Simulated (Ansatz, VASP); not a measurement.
One calculation of SnO2, two programs

File INCAR:

```
PREC = Accurate
ENCUT = 520
EDIFF = 1E-6
ISMEAR = 0
SIGMA = 0.05
LREAL = F
LASPH = T
NELM = 60
ALGO = Normal
ISIF = 2
LWAVE = F
LCHARG = T
GGA = CA
LELF = T
LVHAR = T
NBANDS = 35
```

File KPOINTS:

```
Automatic mesh
0
Gamma
  6 6 8
```

The input POSCAR:

```
SnO2
1.0
    4.7631470489     -0.0875990215     -0.0584957935
   -0.0875990215      4.7955835490      0.1109861689
   -0.0393449917      0.0746506652      3.2114866559
Sn O
2 4
Direct
   -0.0015080286     -0.0016289385     -0.0102571801
    0.4948904724      0.4980243515      0.4874712988
    0.3006579303      0.3108944610      0.0011589709
    0.2029485838      0.8083849072      0.5052741731
    0.6957178291      0.6926840734      0.0204746481
    0.8072932129      0.1916411454      0.4958780892
```

Input for Ansatz:

```yaml
crystal:
  lattice:
    - [4.7631470489, -0.0875990215, -0.0584957935]
    - [-0.0875990215, 4.795583549, 0.1109861689]
    - [-0.0393449917, 0.0746506652, 3.2114866559]
  atoms:
    - { symbol: Sn, position: [-0.0015080286, -0.0016289385, -0.0102571801] }
    - { symbol: Sn, position: [0.4948904724, 0.4980243515, 0.4874712988] }
    - { symbol: O, position: [0.3006579303, 0.310894461, 0.0011589709] }
    - { symbol: O, position: [0.2029485838, 0.8083849072, 0.5052741731] }
    - { symbol: O, position: [0.6957178291, 0.6926840734, 0.0204746481] }
    - { symbol: O, position: [0.8072932129, 0.1916411454, 0.4958780892] }
basis:
  ecutwfc: 420
kpoints:
  mp_grid: { grid: [6, 6, 8] }
hamiltonian:
  xc: lda
scf:
  occupations: { method: gaussian, width: 0.05 }
output:
  forces: true
  stress: true
  eigenvalues: true
```

Change from the starting cell: all atoms moved at random (sigma 0.03 Å a component), cell strained at random (sigma 0.03).

Alike in both runs: task single point; functional LDA; k mesh 6 × 6 × 8; occupations gaussian, width 0.05 eV; no spin polarisation.

|  | VASP | Ansatz |
| --- | --- | --- |
| version | VASP 6.6.1 | Ansatz 0.2.0 |
| potentials or method | VASP PAW LDA potentials, release 64 (Sn_d, O), cutoff 520 eV | scalar-relativistic, plane waves, PAW |
| valence electrons in the cell | 52 | 52 |

Ansatz gave:

| Quantity | Value |
| --- | --- |
| gap on the k mesh at the Fermi level (eV) | 0.83 |
| least direct gap on the mesh (eV) | 0.83 |
| pressure (GPa) | -4.6 |
| traceless stress, the component that is largest in VASP (GPa) | 7.05 |
| rms of the force components (eV/Å) | 0.492 |

Estimate VASP's values.

gap on the k mesh at the Fermi level (eV): 0.86; least direct gap on the mesh (eV): 0.86; pressure (GPa): -3.7; traceless stress, the component that is largest in VASP (GPa): 7.12; rms of the force components (eV/Å): 0.508.

LDA's correlation is that of Perdew and Zunger in VASP and of Perdew and Wang (1992) in Ansatz. Atom by atom the forces differ by 0.020 eV/Å (rms over components).
